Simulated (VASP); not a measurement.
Input of a VASP 6.6.1 run:

Contents of POSCAR:

```
Ti
1.0
    0.0000000000     -3.2517897414      0.0000000000
   -3.2517897414      0.0000000000      0.0000000000
    0.0000000000      0.0000000000     -3.2517897414
Ti
2
Direct
    0.5000000000      0.5000000000      0.4846238521
    0.0000000000      0.0000000000      0.0153761479
```

INCAR.step1

```
PREC     = Accurate       # precision mode
ENCUT    = 520            # plane-wave cutoff, eV
ISMEAR   = 0              # smearing method
SIGMA    = 0.15           # smearing width, eV
LREAL    = F              # projectors in reciprocal space
LASPH    = T              # aspherical terms in the spheres
NELM     = 60             # most SCF steps
NBANDS   = 19             # bands
GGA      = PE             # functional
ALGO     = Normal         # electronic algorithm
EDIFF    = 1E-4           # SCF threshold, eV
LWAVE    = T              # write WAVECAR
LCHARG   = F              # write CHGCAR
```

File INCAR.step2:

```
PREC     = Accurate       # precision mode
ENCUT    = 520            # plane-wave cutoff, eV
EDIFF    = 1E-6           # SCF threshold, eV
ISMEAR   = 0              # smearing method
SIGMA    = 0.15           # smearing width, eV
LREAL    = F              # projectors in reciprocal space
LASPH    = T              # aspherical terms in the spheres
NELM     = 60             # most SCF steps
ALGO     = Normal         # electronic algorithm
ISIF     = 2              # what is computed and relaxed
LWAVE    = F              # write WAVECAR
LCHARG   = T              # write CHGCAR
METAGGA  = R2SCAN         # meta-GGA
LMIXTAU  = T            
LELF     = T              # ELF
LVHAR    = T            
NBANDS   = 19             # bands
ISTART   = 1
```

File KPOINTS:

```
Automatic mesh
0
Gamma
  18 18 18
```

Potentials or basis: VASP PAW PBE potentials, release 64 (Ti_sv).

The run is started by

```bash
$ cat potpaw_PBE.64/Ti_sv/POTCAR > POTCAR
$ cp INCAR.step1 INCAR
$ mpirun -np 1 vasp_std > vasp.out
$ cp INCAR.step2 INCAR
$ mpirun -np 1 vasp_std > vasp.out
```

(1) What does it give for the pressure?

(2) Estimate the largest force.

(3) Estimate the band gap on the k mesh.

Answers

(1) 0.8 GPa.

(2) 0.463 eV/Å.

(3) zero (bands 12 and 13 overlap by 1.74 eV).

Caveat: the cell differs from its parent crystal (atoms displaced along a vibrational mode); the PAW data sets were made with another functional, which shifts forces and pressure a little.
